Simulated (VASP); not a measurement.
# Ru (Fm-3m) in VASP: a series of runs

Ru is run at these levels: RPBE; tasks: single point.

Everything below comes from runs of VASP 6.6.1. Logs are shortened: lines on timing, memory, paths and dates and some standing lists are left out, and cuts for length are marked.

## Step 1: The cell of the first run

The structure is cubic, space group Fm-3m (No. 225). The conventional cell has a = 3.831 Å, b = 3.831 Å, c = 3.831 Å, α = 90.00°, β = 90.00°, γ = 90.00°. Ru (site symmetry m-3m) has 12 Ru at 2.71 Å within 3.6 Å.

## Step 2: Single point, RPBE

The input, INCAR:

```
SYSTEM = Ru
PREC     = Accurate       ! precision mode
ENCUT    = 520            ! plane-wave cutoff, eV
EDIFF    = 1E-6           ! SCF threshold, eV
ISMEAR   = -1             ! smearing method
SIGMA    = 0.1            ! smearing width, eV
LREAL    = .False.        ! projectors in reciprocal space
LASPH    = .True.         ! aspherical terms in the spheres
NELM     = 80             ! most SCF steps
ALGO     = Normal         ! electronic algorithm
ISIF     = 2              ! what is computed and relaxed
LWAVE    = .False.        ! write WAVECAR
LCHARG   = .False.        ! write CHGCAR
GGA      = RP             ! functional
NBANDS   = 13             ! bands
```

The input, KPOINTS:

```
Automatic mesh
0
Gamma
  14 14 14
  0 0 0
```

The input, POSCAR:

```
Ru
1.0
    0.0000000000      1.9154171000      1.9154171000
    1.9154171000      0.0000000000      1.9154171000
    1.9154171000      1.9154171000      0.0000000000
Ru
1
Direct
    0.0000000000      0.0000000000      0.0000000000
```

Potentials or basis: VASP PAW PBE potentials, release 64 (Ru_pv).

Command:

```sh
$ cat potpaw_PBE.64/Ru_pv/POTCAR > POTCAR
$ mpirun -np 1 vasp_std > vasp.out
```

OUTCAR:

```text
SYSTEM = Ru
   PREC = Accurate
   ENCUT = 520
   EDIFF = 1E-6
   ISMEAR = -1
   LREAL = .False.
   LASPH = .True.
   NELM = 80
   ISIF = 2
   GGA = RP

 ion  position               nearest neighbor table
   1  0.000  0.000  0.000-

  LATTYP: Found a face centered cubic cell.
 ALAT       =     3.8308342000

  Lattice vectors:

 A1 = (   0.0000000000,   1.9154171000,   1.9154171000)
 A2 = (   1.9154171000,   0.0000000000,   1.9154171000)
 A3 = (   1.9154171000,   1.9154171000,   0.0000000000)

Analysis of symmetry for initial positions (statically):
=====================================================================
 Subroutine PRICEL returns:
 Original cell was already a primitive cell.

 Routine SETGRP: Setting up the symmetry group for a
 face centered cubic supercell.

 Subroutine GETGRP returns: Found 48 space group operations
[... 9 lines left out ...]

 Routine SETGRP: Setting up the symmetry group for a
 face centered cubic supercell.

 Subroutine GETGRP returns: Found 48 space group operations
[... 11 lines left out ...]
                                     Primitive cell

  volume of cell :      14.0547

  direct lattice vectors                    reciprocal lattice vectors
     0.000000000  1.915417100  1.915417100    -0.261039750  0.261039750  0.261039750
     1.915417100  0.000000000  1.915417100     0.261039750 -0.261039750  0.261039750
     1.915417100  1.915417100  0.000000000     0.261039750  0.261039750 -0.261039750

  length of vectors
     2.708808840  2.708808840  2.708808840     0.452134109  0.452134109  0.452134109

  position of ions in fractional coordinates (direct lattice)
     0.000000000  0.000000000  0.000000000

  ion indices of the primitive-cell ions
   primitive index   ion index
                 1           1

----------------------------------------------------------------------------------------

 KPOINTS: Automatic mesh

Automatic generation of k-mesh.
 Grid dimensions read from file:
 generate k-points for:   14   14   14

 Generating k-lattice:

  Cartesian coordinates                     Fractional coordinates (reciprocal lattice)
    -0.018645696  0.018645696  0.018645696     0.071428571  0.000000000  0.000000000
     0.018645696 -0.018645696  0.018645696     0.000000000  0.071428571  0.000000000
     0.018645696  0.018645696 -0.018645696     0.000000000  0.000000000  0.071428571

  Length of vectors
     0.032295293  0.032295293  0.032295293

[... 52 lines left out ...]
   NELM   =     80;   NELMIN=  2; NELMDL= -5     # of ELM steps
   EDIFF  = 0.1E-05   stopping-criterion for ELM
   LREAL  =      F    real-space projection
   EDIFFG = 0.1E-04   stopping-criterion for IOM
   NSW    =      0    number of steps for IOM
   IBRION =     -1    ionic relax: 0-MD 1-quasi-New 2-CG
   NFREE  =      0    steps in history (QN), initial steepest desc. (CG)
   ISIF   =      2    stress and relaxation
   ISYM   =      2    0-nonsym 1-usesym 2-fastsym
   POTIM  = 0.5000    time-step for ionic-motion
   TEBEG  =    0.0;   TEEND  =   0.0 temperature during run
   PSTRESS=    0.0 pullay stress
   NELECT =      14.0000    total number of electrons
   NUPDOWN=      -1.0000    fix difference up-down
   EMIN   =  10.00;   EMAX   =-10.00  energy-range for DOS
   EFERMI =   0.00;   METHOD = LEGACY
   ISMEAR =    -1;   SIGMA  =   0.10  broadening in eV -4-tet -1-fermi 0-gaus
   EFERMI_NEDOS =   21; number of points for ismear=-14 and -15
   IALGO  =     38    algorithm
   IMIX   =      4    mixing-type and parameters
     AMIX     =   0.40;   BMIX     =  1.00
     AMIX_MAG =   1.60;   BMIX_MAG =  1.00
  volume/ion in A,a.u.               =      14.05        94.85
  Fermi-wavevector in a.u.,A,eV,Ry     =   1.634974  3.089653 36.370272  2.673140
  Thomas-Fermi vector in A             =   2.726524
   LORBIT       =      0    0 simple, 1 ext, 2 COOP (PROOUT), +10 PAW based schemes
   GGA     = RP    functional components
   LHFCALC =     F    Hartree Fock is set to
   AEXX    =    0.0000 exact exchange contribution
   IVDW    =     0    specifies the selected vdW correction
   LEPSILON=     F    determine dielectric tensor
   LRPA    =     F    only Hartree local field effects (RPA)
 non-spin polarized calculation
  energy-cutoff  :      520.00
  volume of cell :       14.05
 maximum number of plane-waves:       388
   NGX =  9   NGY =  9   NGZ =  9

 number of electron      13.9999998 magnetization

 Free energy of the ion-electron system (eV)
  ---------------------------------------------------
  ext. energy  EPLUGINS =         0.00000000
  ---------------------------------------------------
  free energy    TOTEN  =        -8.49226397 eV

  energy without entropy =       -8.44929635  energy(sigma->0) =       -8.47078016

 E-fermi :  12.1922     XC(G=0): -13.8282

 val. band max:       12.1656433732   @ k =   0.2857   0.0714   0.0000
 cond. band min:      12.1932194722   @ k =   0.3571   0.2143   0.0714
 fundamental gap:      0.0275760989
 Fermi energy:        12.1922214144

 k-point     1 :       0.0000    0.0000    0.0000
  band No.  band energies     occupation
      1     -30.2120      2.00000
      2     -30.2120      2.00000
      3     -30.2120      2.00000
      4       4.5411      2.00000
      5       9.7713      2.00000
      6       9.7713      2.00000
      7       9.7713      2.00000
      8      12.0857      1.48724
      9      12.0857      1.48724
     10      22.8935      0.00000
     11      27.2868      0.00000
     12      32.8561      0.00000
     13      32.8561      0.00000
[... 354 lines left out ...]
  band No.  band energies     occupation
      1     -30.6907      2.00000
      2     -30.3429      2.00000
      3     -30.3328      2.00000
      4       6.8359      2.00000
      5       8.6073      2.00000
      6      10.1030      2.00000
      7      10.7561      2.00000
      8      12.0827      1.49888
      9      12.8928      0.00181
     10      22.8933      0.00000
     11      28.1929      0.00000
     12      30.3190      0.00000
     13      32.9681      0.00000

 [... further k-points ...]
[... 5 lines left out ...]
  --------------------------------------------------------------------------------------
  -------------------------------------------------------------------------------------
  Total       -0.0027657     -0.0027657     -0.0027657      0.0000000     -0.0000000      0.0000000
  in kB       -0.3152822     -0.3152822     -0.3152822      0.0000000     -0.0000000      0.0000000
  external PRESSURE =      -0.3152822 kB  Pullay stress =       0.0000000 kB

 VOLUME and BASIS-vectors are now :
 -----------------------------------------------------------------------------
  energy-cutoff  :      520.00
  volume of cell :       14.05
      direct lattice vectors                 reciprocal lattice vectors
     0.000000000  1.915417100  1.915417100    -0.261039750  0.261039750  0.261039750
     1.915417100  0.000000000  1.915417100     0.261039750 -0.261039750  0.261039750
     1.915417100  1.915417100  0.000000000     0.261039750  0.261039750 -0.261039750

 POSITION                                       TOTAL-FORCE (eV/Angst)
 -----------------------------------------------------------------------------------
      0.00000      0.00000      0.00000         0.000000     -0.000000      0.000000
 -----------------------------------------------------------------------------------
    total drift:                                0.000000      0.000000      0.000000

  FREE ENERGIE OF THE ION-ELECTRON SYSTEM (eV)
  ---------------------------------------------------
  free  energy   TOTEN  =        -8.4922639705 eV

  energy  without entropy=       -8.4492963468  energy(sigma->0) =       -8.47078016
```

OSZICAR:

```text
N       E                     dE             d eps       ncg     rms          rms(c)
DAV:   1     0.105764137827E+03    0.10576E+03   -0.84380E+03  2712   0.114E+03
DAV:   2    -0.783196725520E+01   -0.11360E+03   -0.10892E+03  2944   0.322E+02
DAV:   3    -0.910439652807E+01   -0.12724E+01   -0.12680E+01  3049   0.373E+01
DAV:   4    -0.910823211098E+01   -0.38356E-02   -0.38355E-02  2979   0.219E+00
DAV:   5    -0.910825741703E+01   -0.25306E-04   -0.25307E-04  3029   0.164E-01    0.111E+01
DAV:   6    -0.853081475652E+01    0.57744E+00   -0.95242E-01  2739   0.129E+01    0.297E+00
DAV:   7    -0.849531594487E+01    0.35499E-01   -0.65840E-02  2974   0.317E+00    0.819E-01
DAV:   8    -0.849221969932E+01    0.30962E-02   -0.36406E-03  2754   0.783E-01    0.684E-02
DAV:   9    -0.849226349938E+01   -0.43800E-04   -0.41468E-05  3069   0.874E-02    0.292E-02
DAV:  10    -0.849226397048E+01   -0.47111E-06   -0.32402E-06  2779   0.221E-02
   1 F= -.84922640E+01 E0= -.84707802E+01  d E =-.429676E-01
```

Wall time 7.5 s (1 thread of Intel Xeon Platinum 8488C (Sapphire Rapids), shared host); peak memory 0.13 GiB.

Results:

| Quantity | Value |
| --- | --- |
| Free energy | -8.4923 eV |
| Pressure | 0.0 GPa |
| Band gap on the k mesh | zero (band 7 reaches 14.34 eV, above the bottom of band 8 at 11.10 eV) |

Levels at points of the mesh, in eV from the Fermi level:
```csv
k point,band 3,band 4,band 5,band 6,band 7,band 8,band 9,band 10,band 11,band 12
"(0.00, 0.00, 0.00)",-42.40,-7.65,-2.42,-2.42,-2.42,-0.11,-0.11,10.70,15.09,20.66
"(0.50, 0.00, 0.00)",-42.53,-5.78,-2.54,-2.54,1.04,1.66,1.66,9.71,10.70,14.68
"(0.50, 0.50, 0.00)",-42.75,-6.06,-5.59,1.62,2.15,2.15,3.60,10.70,13.28,13.29
```

Caveat: the PAW data sets were made with another functional, which shifts forces and pressure a little.

## Step 3: Single point, RPBE (volume scaled by 0.88)

The input, INCAR:

```
SYSTEM = Ru
ALGO = Normal
EDIFF = 1E-6
ENCUT = 520
GGA = RP
ISIF = 2
ISMEAR = -1
LASPH = .TRUE.
LCHARG = .FALSE.
LREAL = .FALSE.
LWAVE = .FALSE.
NBANDS = 13
NELM = 60
PREC = Accurate
SIGMA = 0.1
```

The input, KPOINTS:

```
k-points
0
G
  16 16 16
  0 0 0
```

The input, POSCAR:

```
Ru
1.0
    0.0000000000      1.8355135055      1.8355135055
    1.8355135055      0.0000000000      1.8355135055
    1.8355135055      1.8355135055      0.0000000000
Ru
1
Direct
    0.0000000000      0.0000000000      0.0000000000
```

Potentials or basis: VASP PAW PBE potentials, release 64 (Ru_pv).

Command:

```sh
$ cat potpaw_PBE.64/Ru_pv/POTCAR > POTCAR
$ mpirun -np 1 vasp_std > vasp.out
```

Run time: 10 s. Hardware: 1 thread of Intel Xeon Platinum 8488C (Sapphire Rapids), shared host; peak memory 0.14 GiB.

Results (log left out):

- Free energy: -8.2614 eV
- Pressure: 50.2 GPa
- Band gap on the k mesh: zero (band 7 reaches 17.23 eV, above the bottom of band 8 at 13.05 eV)

Levels at points of the mesh, in eV from the Fermi level:
```csv
k point,band 5,band 6,band 7,band 8,band 9,band 10
"(0.00, 0.00, 0.00)",-3.00,-3.00,-3.00,-0.17,-0.17,10.49
"(0.50, 0.00, 0.00)",-3.16,-3.16,1.12,1.99,1.99,10.49
"(0.50, 0.50, 0.00)",-6.80,1.95,2.59,2.59,4.02,10.49
```

Caveat: the PAW data sets were made with another functional, which shifts forces and pressure a little.

## Step 4: Single point, RPBE (volume scaled by 0.92)

The input, INCAR:

```
SYSTEM = Ru
PREC = Accurate
ENCUT = 520
EDIFF = 1E-6
ISMEAR = -1
SIGMA = 0.1
LREAL = .FALSE.
LASPH = .TRUE.
NELM = 80
ALGO = Normal
ISIF = 2
LWAVE = .FALSE.
LCHARG = .FALSE.
GGA = RP
NBANDS = 13
```

The input, KPOINTS:

```
regular mesh
0
G
  16 16 16
  0 0 0
```

The input, POSCAR:

```
Ru
1.0
    0.0000000000      1.8629132690      1.8629132690
    1.8629132690      0.0000000000      1.8629132690
    1.8629132690      1.8629132690      0.0000000000
Ru
1
Direct
    0.0000000000      0.0000000000      0.0000000000
```

Potentials or basis: VASP PAW PBE potentials, release 64 (Ru_pv).

Command:

```sh
$ cat potpaw_PBE.64/Ru_pv/POTCAR > POTCAR
$ mpirun -np 1 vasp_std > vasp.out
```

OUTCAR:

```text
SYSTEM = Ru
   PREC = Accurate
   ENCUT = 520
   EDIFF = 1E-6
   ISMEAR = -1
   LREAL = .FALSE.
   LASPH = .TRUE.
   NELM = 80
   ISIF = 2
   GGA = RP

 ion  position               nearest neighbor table
   1  0.000  0.000  0.000-

  LATTYP: Found a face centered cubic cell.
 ALAT       =     3.7258265380

  Lattice vectors:

 A1 = (   0.0000000000,   1.8629132690,   1.8629132690)
 A2 = (   1.8629132690,   0.0000000000,   1.8629132690)
 A3 = (   1.8629132690,   1.8629132690,   0.0000000000)

Analysis of symmetry for initial positions (statically):
=====================================================================
 Subroutine PRICEL returns:
 Original cell was already a primitive cell.

 Routine SETGRP: Setting up the symmetry group for a
 face centered cubic supercell.

 Subroutine GETGRP returns: Found 48 space group operations
[... 9 lines left out ...]

 Routine SETGRP: Setting up the symmetry group for a
 face centered cubic supercell.

 Subroutine GETGRP returns: Found 48 space group operations
[... 11 lines left out ...]
                                     Primitive cell

  volume of cell :      12.9303

  direct lattice vectors                    reciprocal lattice vectors
     0.000000000  1.862913269  1.862913269    -0.268396821  0.268396821  0.268396821
[... 136 lines left out ...]
 Fermi energy:        13.7687837049

 k-point     1 :       0.0000    0.0000    0.0000
  band No.  band energies     occupation
      1     -28.6987      2.00000
      2     -28.6987      2.00000
      3     -28.6987      2.00000
      4       5.5767      2.00000
      5      10.9652      2.00000
      6      10.9652      2.00000
      7      10.9652      2.00000
      8      13.6029      1.68028
      9      13.6029      1.68028
     10      24.3065      0.00000
     11      28.7375      0.00000
     12      34.7815      0.00000
     13      34.7815      0.00000
[... 354 lines left out ...]
  band No.  band energies     occupation
      1     -28.8198      2.00000
      2     -28.7343      2.00000
      3     -28.7073      2.00000
      4       6.0355      2.00000
      5      10.6969      2.00000
      6      11.1426      2.00000
      7      11.2033      2.00000
      8      13.3430      1.97209
      9      13.6253      1.61541
     10      24.3065      0.00000
     11      29.5217      0.00000
     12      33.1790      0.00000
     13      35.0403      0.00000

 [... further k-points ...]
[... 5 lines left out ...]
  --------------------------------------------------------------------------------------
  -------------------------------------------------------------------------------------
  Total        2.3716220      2.3716220      2.3716220     -0.0000000      0.0000000      0.0000000
  in kB      293.8651989    293.8651989    293.8651989     -0.0000000      0.0000000      0.0000000
  external PRESSURE =     293.8651989 kB  Pullay stress =       0.0000000 kB

 VOLUME and BASIS-vectors are now :
 -----------------------------------------------------------------------------
  energy-cutoff  :      520.00
  volume of cell :       12.93
      direct lattice vectors                 reciprocal lattice vectors
     0.000000000  1.862913269  1.862913269    -0.268396821  0.268396821  0.268396821
     1.862913269  0.000000000  1.862913269     0.268396821 -0.268396821  0.268396821
     1.862913269  1.862913269  0.000000000     0.268396821  0.268396821 -0.268396821

 POSITION                                       TOTAL-FORCE (eV/Angst)
 -----------------------------------------------------------------------------------
      0.00000      0.00000      0.00000        -0.000000      0.000000      0.000000
 -----------------------------------------------------------------------------------
    total drift:                                0.000000      0.000000      0.000000

  FREE ENERGIE OF THE ION-ELECTRON SYSTEM (eV)
  ---------------------------------------------------
  free  energy   TOTEN  =        -8.3998374449 eV

  energy  without entropy=       -8.3661557331  energy(sigma->0) =       -8.38299659
```

OSZICAR:

```text
N       E                     dE             d eps       ncg     rms          rms(c)
DAV:   1     0.107471227480E+03    0.10747E+03   -0.84522E+03  3825   0.116E+03
DAV:   2    -0.769235442293E+01   -0.11516E+03   -0.11040E+03  4125   0.328E+02
DAV:   3    -0.897472622211E+01   -0.12824E+01   -0.12786E+01  4140   0.380E+01
DAV:   4    -0.897832934476E+01   -0.36031E-02   -0.36030E-02  4160   0.216E+00
DAV:   5    -0.897835237426E+01   -0.23029E-04   -0.23029E-04  4220   0.156E-01    0.137E+01
DAV:   6    -0.844869508457E+01    0.52966E+00   -0.79469E-01  3830   0.121E+01    0.434E+00
DAV:   7    -0.840341360209E+01    0.45281E-01   -0.83386E-02  4085   0.371E+00    0.104E+00
DAV:   8    -0.839983887433E+01    0.35747E-02   -0.47909E-03  3825   0.924E-01    0.495E-02
DAV:   9    -0.839983824186E+01    0.63247E-06   -0.48759E-05  4290   0.966E-02    0.310E-02
DAV:  10    -0.839983744492E+01    0.79694E-06   -0.36423E-06  3910   0.243E-02
   1 F= -.83998374E+01 E0= -.83829966E+01  d E =-.336817E-01
```

Wall time 9.8 s (1 thread of Intel Xeon Platinum 8488C (Sapphire Rapids), shared host); peak memory 0.14 GiB.

What came out:

```yaml
Free_energy: -8.3998 eV
Pressure: 29.4 GPa
Band_gap_on_the_k_mesh: zero (band 7 reaches 16.18 eV, above the bottom of band 8 at 12.29 eV)
```

Caveat: the PAW data sets were made with another functional, which shifts forces and pressure a little.

## Step 5: Single point, RPBE (volume scaled by 0.96)

The input, INCAR:

```
SYSTEM = Ru
  ALGO = Normal
  EDIFF = 1E-6
  ENCUT = 520
  GGA = RP
  ISIF = 2
  ISMEAR = -1
  LASPH = .TRUE.
  LCHARG = .FALSE.
  LREAL = .FALSE.
  LWAVE = .FALSE.
  NBANDS = 13
  NELM = 80
  PREC = Accurate
  SIGMA = 0.1
```

The input, KPOINTS:

```
k-points
0
G
  16 16 16
  0 0 0
```

The input, POSCAR:

```
Ru
1.0
    0.0000000000      1.8895299118      1.8895299118
    1.8895299118      0.0000000000      1.8895299118
    1.8895299118      1.8895299118      0.0000000000
Ru
1
Direct
    0.0000000000      0.0000000000      0.0000000000
```

Command:

```sh
$ cat potpaw_PBE.64/Ru_pv/POTCAR > POTCAR
$ mpirun -np 1 vasp_std > vasp.out
```

Run time: 10 s. Hardware: 1 thread of Intel Xeon Platinum 8488C (Sapphire Rapids), shared host; peak memory 0.14 GiB.

Results (log left out):

```
Free energy            : -8.4731 eV
Pressure               : 12.9 GPa
Band gap on the k mesh : zero (band 7 reaches 15.22 eV, above the bottom of band 8 at 11.59 eV)
```

Levels at points of the mesh, in eV from the Fermi level:
| k point | band 5 | band 6 | band 7 | band 8 | band 9 | band 10 |
| --- | --- | --- | --- | --- | --- | --- |
| (0.00, 0.00, 0.00) | -2.63 | -2.63 | -2.63 | -0.16 | -0.16 | 10.59 |
| (0.50, 0.00, 0.00) | -2.76 | -2.76 | 1.02 | 1.73 | 1.73 | 10.18 |
| (0.50, 0.50, 0.00) | -5.99 | 1.68 | 2.25 | 2.25 | 3.69 | 10.59 |

Caveat: the PAW data sets were made with another functional, which shifts forces and pressure a little.

## Step 6: The runs side by side

| cell | k mesh | gap on the mesh (eV) | pressure (GPa) |
| --- | --- | --- | --- |
| a = 2.709 Å, angles 60.0°, 1 atom | 14 × 14 × 14 | none | 0.0 |
| a = 2.596 Å, angles 60.0°, 1 atom | 16 × 16 × 16 | none | 50.2 |
| a = 2.635 Å, angles 60.0°, 1 atom | 16 × 16 × 16 | none | 29.4 |
| a = 2.672 Å, angles 60.0°, 1 atom | 16 × 16 × 16 | none | 12.9 |

Alike in all rows: task single point; level RPBE; potentials or basis VASP PAW PBE potentials, release 64 (Ru_pv); no spin polarisation; cutoff (eV) 520; smearing fermi-dirac 0.1 eV.

Caveats: the PAW data sets were made with another functional, which shifts forces and pressure a little.

Total energies depend on the potentials used, so only differences within one code and one set of settings carry meaning.
